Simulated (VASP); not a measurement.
A run of VASP 6.6.1:

POSCAR

```
Ga
1.0
    1.4500000000     -4.0650000000      0.0000000000
    1.4500000000      4.0650000000      0.0000000000
    0.0000000000      0.0000000000      3.1700000000
Ga
2
Direct
    0.1330000000      0.8670000000      0.7500000000
    0.8670000000      0.1330000000      0.2500000000
```

Contents of INCAR.step1:

```
SYSTEM = Ga
PREC     = Accurate       ! precision mode
ENCUT    = 520            ! plane-wave cutoff, eV
EDIFF    = 1E-5           ! SCF threshold, eV
ISMEAR   = -1             ! smearing method
SIGMA    = 0.05           ! smearing width, eV
LREAL    = .FALSE.        ! projectors in reciprocal space
LASPH    = .TRUE.         ! aspherical terms in the spheres
NELM     = 100            ! most SCF steps
ALGO     = Normal         ! electronic algorithm
ISIF     = 2              ! what is computed and relaxed
LWAVE    = .TRUE.         ! write WAVECAR
LCHARG   = .FALSE.        ! write CHGCAR
NBANDS   = 20             ! bands
GGA      = PE             ! functional
```

File INCAR.step2:

```
SYSTEM = Ga
PREC     = Accurate       ! precision mode
ENCUT    = 520            ! plane-wave cutoff, eV
EDIFF    = 1E-7           ! SCF threshold, eV
ISMEAR   = -1             ! smearing method
SIGMA    = 0.05           ! smearing width, eV
LREAL    = .FALSE.        ! projectors in reciprocal space
LASPH    = .TRUE.         ! aspherical terms in the spheres
NELM     = 100            ! most SCF steps
ALGO     = Normal         ! electronic algorithm
ISIF     = 2              ! what is computed and relaxed
LWAVE    = .FALSE.        ! write WAVECAR
LCHARG   = .FALSE.        ! write CHGCAR
GGA      = PE             ! functional
LHFCALC  = .TRUE.         ! exact exchange
AEXX     = 1.0            ! exact-exchange fraction
ALDAC    = 0.0          
AGGAC    = 0.0          
PRECFOCK = Normal       
NBANDS   = 20             ! bands
ISTART   = 1
```

KPOINTS

```
Automatic mesh
0
G
  5 5 4
  0 0 0
```

Potentials or basis: VASP PAW PBE potentials, release 64 (Ga_d).

Run with:

```sh
$ cat potpaw_PBE.64/Ga_d/POTCAR > POTCAR
$ cp INCAR.step1 INCAR
$ mpirun -np 1 vasp_std > vasp.out
$ cp INCAR.step2 INCAR
$ mpirun -np 1 vasp_std > vasp.out
```

Hardware: 1 thread of Intel(R) Xeon(R) Platinum 8259CL CPU @ 2.50GHz (Skylake/Cascade Lake), with other jobs on the host.

**Question.** How long does it take, and how much memory?

**Answer.** It took 2.2 h on 1 thread of Intel(R) Xeon(R) Platinum 8259CL CPU @ 2.50GHz (Skylake/Cascade Lake), on a shared host, peak memory 0.19 GiB. Counts: k points 27.
